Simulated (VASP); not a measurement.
TlBr, 2 atoms in the cell. The structure is cubic, space group Pm-3m (No. 221). Conventional cell: a = 4.048 Å, b = 4.048 Å, c = 4.048 Å, α = 90.00°, β = 90.00°, γ = 90.00°. Within 4.6 Å of Tl (site symmetry m-3m) lie 8 Br at 3.51 Å and 6 Tl at 4.05 Å. Br (site symmetry m-3m) has 8 Tl at 3.51 Å and 6 Br at 4.05 Å within 4.6 Å. 

- Program: VASP 6.6.1
- Task: electric field gradients
- Functional: PBE
- Potentials or basis: VASP PAW PBE potentials, release 64 (Tl_d, Br)
- Cutoff: 400 eV
- k mesh: 8 × 8 × 8
- Occupations: fermi-dirac, width 0.03 eV
- Spin: no spin polarisation
- Dipole correction: no
- Further INCAR settings: ALGO = Normal; EDIFF = 1e-08; NBANDS = 17

Potentials or basis: VASP PAW PBE potentials, release 64 (Tl_d, Br).

Launch:

```bash
$ cat potpaw_PBE.64/Tl_d/POTCAR potpaw_PBE.64/Br/POTCAR > POTCAR
$ mpirun -np 1 vasp_std > vasp.out
```

Hardware: 1 thread of AMD EPYC 7R13 (shared host).

Question: Estimate the wall time of this run.

Answer: Run time: 44 s on 1 thread of AMD EPYC 7R13, with other jobs on the host, peak memory 0.14 GiB. Counts: scf iterations 16, k points 35.
